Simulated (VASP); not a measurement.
Write the native input for VASP 6.6.1 that does the following.

| Item | Value |
| --- | --- |
| Task | single point |
| Functional | PBEsol |
| Potentials or basis | VASP PAW PBE potentials, release 64 (O) |
| Cutoff | 520 eV |
| k mesh | 16 × 16 × 6 |
| Occupations | gaussian, width 0.1 eV |
| Spin | no spin polarisation |
| Dipole correction | no |
| Further INCAR settings | ALGO = Normal; EDIFF = 1e-06; NBANDS = 20 |

The structure of O lies in POSCAR:

```
O
1.0
    2.4851855698      0.1474916756      0.0723692488
   -1.1148612470      2.2259753478      0.0723658942
    0.2298476845      0.3980955650      7.7835919682
O
4
Direct
    0.3110597244      0.6712123389      0.3255424295
    0.6865248022      0.3312031345      0.6744575705
    0.6712123389      0.3110597244      0.8255424295
    0.3312031345      0.6865248022      0.1744575705
```

This cell differs from its parent crystal: strained and its atoms moved.

One way to write it, as run:

INCAR

```
SYSTEM = O
PREC = Accurate ; ENCUT = 520
EDIFF = 1E-6 ; ISMEAR = 0
SIGMA = 0.1 ; LREAL = .False.
LASPH = .True. ; NELM = 80
ALGO = Normal ; ISIF = 2
LWAVE = .False. ; LCHARG = .True.
GGA = PS ; LELF = .True.
LVHAR = .True. ; NBANDS = 20
```

KPOINTS

```
regular mesh
0
Gamma
  16 16 6
  0 0 0
```

Potentials or basis: VASP PAW PBE potentials, release 64 (O).

Command:

```bash
$ cat potpaw_PBE.64/O/POTCAR > POTCAR
$ mpirun -np 1 vasp_std > vasp.out
```

Results of the run:

- Pressure: 9.7 GPa
- Largest force: 4.607 eV/Å
- Band gap on the k mesh: zero (bands 12 and 13 overlap by 1.90 eV)

Caveat: the cell differs from its parent crystal (strained and its atoms moved); the standard files for N, O and F lose accuracy on very short bonds; spin is off for a triplet molecule; the stress differs along the axes, from -6 to 40 GPa; this functional lacks dispersion, which holds the molecules together, so the pressure and a relaxed volume are unreliable; the PAW data sets were made with another functional, which shifts forces and pressure a little.

It took 5.1 min on 1 thread of Oxide Virtual Turin-like Processor (shared host), peak memory 0.31 GiB.
